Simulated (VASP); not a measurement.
Write the native input for VASP 6.6.1 that does the following.

* Task: single point
* Functional: PBE
* Potentials or basis: VASP PAW PBE potentials, release 64 (Sn_d, Ge_d, P)
* Cutoff: 520 eV
* k mesh: 12 × 12 × 4
* Occupations: gaussian, width 0.1 eV
* Spin: no spin polarisation
* Dipole correction: no
* Further INCAR settings: ALGO = Normal; EDIFF = 1e-06; NBANDS = 34

The structure of Sn2GeP2 lies in POSCAR:

```
Sn2GeP2
1.0
    3.8583090257      0.0000000000      0.0000000000
   -1.9291545128      3.3413936319      0.0000000000
    0.0000000000      0.0000000000      8.7603333562
Sn Ge P
2 1 2
Direct
    0.6666666667      0.3333333333      0.3489371173
    0.3333333333      0.6666666667      0.6510628827
    0.0000000000      0.0000000000      0.0000000000
    0.6666666667      0.3333333333      0.8281810928
    0.3333333333      0.6666666667      0.1718189072
```

The cell was built from a structure type or drawn by symmetry, and may not be a known phase.

These files were run (other wordings do the same):

INCAR

```
  ALGO = Normal
  EDIFF = 1E-6
  ENCUT = 520
  GGA = PE
  ISIF = 2
  ISMEAR = 0
  LASPH = T
  LCHARG = F
  LREAL = F
  LWAVE = F
  NBANDS = 34
  NELM = 100
  PREC = Accurate
  SIGMA = 0.1
```

KPOINTS

```
k-points
0
Gamma
  12 12 4
```

Potentials or basis: VASP PAW PBE potentials, release 64 (Sn_d, Ge_d, P).

The run is started by

```bash
$ cat potpaw_PBE.64/Sn_d/POTCAR potpaw_PBE.64/Ge_d/POTCAR potpaw_PBE.64/P/POTCAR > POTCAR
$ mpirun -np 1 vasp_std > vasp.out
```

It gave:

* Pressure: -0.1 GPa
* Largest force: 0.004 eV/Å
* Band gap on the k mesh: zero (bands 26 and 27 overlap by 1.90 eV)

Caveat: spin-orbit coupling is left out, which moves the levels of the heavy elements.

Run time: 2.5 min on 1 thread of Intel(R) Xeon(R) Platinum 8559C (Emerald Rapids), with other jobs on the host, peak memory 0.39 GiB.
